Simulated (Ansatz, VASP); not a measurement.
## AlN: VASP beside Ansatz

File INCAR:

```
PREC = Accurate ; ENCUT = 1330
EDIFF = 1E-6 ; ISMEAR = -1
SIGMA = 0.05 ; LREAL = False
LASPH = True ; NELM = 120
ALGO = Normal ; ISIF = 2
LWAVE = False ; LCHARG = True
GGA = VW ; LELF = True
LVHAR = True ; NBANDS = 16
GGA_COMPAT = False
```

File KPOINTS:

```
Automatic mesh
0
Gamma
  10 10 6
```

Contents of POSCAR:

```
AlN
1.0
    3.0494515564      0.0000000000      0.0000000000
   -1.5247257782      2.6409025155      0.0000000000
    0.0000000000      0.0000000000      4.8793184075
Al N
2 2
Direct
    0.6666666667      0.3333333333      0.5000000000
    0.3333333333      0.6666666667      0.0000000000
    0.6666666667      0.3333333333      0.8800000000
    0.3333333333      0.6666666667      0.3800000000
```

Contents of input.yaml:

```yaml
crystal:
  lattice:
    - [3.0494515564, 0.0, 0.0]
    - [-1.5247257782, 2.6409025155, 0.0]
    - [0.0, 0.0, 4.8793184075]
  atoms:
    - { symbol: Al, position: [0.6666666667, 0.3333333333, 0.5] }
    - { symbol: Al, position: [0.3333333333, 0.6666666667, 0.0] }
    - { symbol: "N", position: [0.6666666667, 0.3333333333, 0.88] }
    - { symbol: "N", position: [0.3333333333, 0.6666666667, 0.38] }
hamiltonian:
  xc: { exchange: slater, correlation: vwn5 }
  pseudopotentials: { kind: paw }
kpoints:
  mp_grid: { grid: [10, 10, 6] }
scf:
  occupations: { method: fermi_dirac, width: 0.05 }
output:
  forces: true
  stress: true
  eigenvalues: true
```

Alike in both runs: task single point; functional SVWN5; k mesh 10 × 10 × 6; occupations fermi-dirac, width 0.05 eV; no spin polarisation.

```csv
,VASP,Ansatz
version,VASP 6.6.1,Ansatz 0.2.0
potentials or method,"VASP PAW PBE potentials, release 64 (Al, N_h)",Ansatz PAW
plane-wave cutoff (eV),1330,420
valence electrons in the cell,16,16
```

Ansatz gave:

- gap on the k mesh at the Fermi level (eV): 4.80
- least direct gap on the mesh (eV): 4.80
- pressure (GPa): 8.7
- traceless stress, the component that is largest in VASP (GPa): 0.85
- rms of the force components (eV/Å): 0.096

Which values does VASP return?

gap on the k mesh at the Fermi level (eV): 4.80; least direct gap on the mesh (eV): 4.80; pressure (GPa): 9.9; traceless stress, the component that is largest in VASP (GPa): 0.86; rms of the force components (eV/Å): 0.099.

VASP's potentials were made for PBE, not for SVWN5. Atom by atom the forces differ by 0.003 eV/Å (rms over components).
